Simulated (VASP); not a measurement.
Runs of VASP 6.6.1 on HfO2 (fluorite type). The structure is that of space group Fm-3m (No. 225), or close to it. The cells are those of the table. 

```csv
task,cell,cutoff (eV),gap on the mesh (eV),pressure (GPa)
single point,"a = 3.577 Å, angles 60.0°, 3 atoms",520,4.39,-4.0
single point,"a = 3.321 Å, angles 60.0°, 3 atoms",520,4.98,89.8
single point,"a = 3.428 Å, angles 60.0°, 3 atoms",520,(a),39.9
single point,"a = 3.504 Å, angles 60.0°, 3 atoms",520,(c),14.5
single point,"a = 3.206 Å, angles 60.0°, 3 atoms",520,5.15,168.3
single point,"a = 3.050 Å, angles 60.0°, 3 atoms",520,5.28,(b)
relaxation of cell and atoms,"relaxed from a = 3.488 Å, angles 60.0°, 3 atoms",600,4.44,0.0
```

Alike in all rows: level r2SCAN; potentials or basis VASP PAW PBE potentials, release 64 (Hf_pv, O); no spin polarisation; k mesh 11 × 11 × 11; smearing fermi-dirac 0.1 eV.

Problem. Fill in the values left out.

Solution. (a) 4.78; (b) 338.7; (c) 4.58.

Caveats: the PAW data sets were made with another functional, which shifts forces and pressure a little; spin-orbit coupling is left out, which moves the levels of the heavy elements.

A k mesh can miss the band edges, and the runs leave out spin-orbit coupling on Hf.
